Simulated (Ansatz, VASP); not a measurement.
## One calculation of Ti2Al6H, two programs

```
CELL_PARAMETERS angstrom
5.02419 0.00000 0.00000
2.15888 4.53670 0.00000
0.00000 0.00000 21.11871
ATOMIC_POSITIONS crystal
Al 0.50000 0.00000 0.18941
Al 0.00000 0.50000 0.18941
Al 0.00000 0.00000 0.25292
Al 0.00000 0.50000 0.32087
Al 0.50000 0.00000 0.32087
Al 0.50000 0.50000 0.38443
Ti 0.50000 0.50000 0.25292
Ti 0.00000 0.00000 0.38150
H 0.66667 0.00000 0.48861
```

Alike in both runs: task single point; functional PBE; dispersion D3(BJ); k mesh 6 × 6 × 1; occupations gaussian, width 0.1 eV; no spin polarisation.

```csv
,VASP,Ansatz
version,VASP 6.6.1,Ansatz 0.2.0
potentials or method,"VASP PAW PBE potentials, release 64 (Al, Ti_sv, H), cutoff 400 eV","scalar-relativistic, plane waves, PAW"
valence electrons in the cell,43,43
```

|  | VASP | Ansatz | Ansatz less VASP |
| --- | --- | --- | --- |
| gap on the k mesh at the Fermi level (eV) | none | none | - |
| rms of the force components (eV/Å) | 0.443 | 0.443 | -0.0006 |

A gap of «none» marks a metal or a gap that the smearing closes.
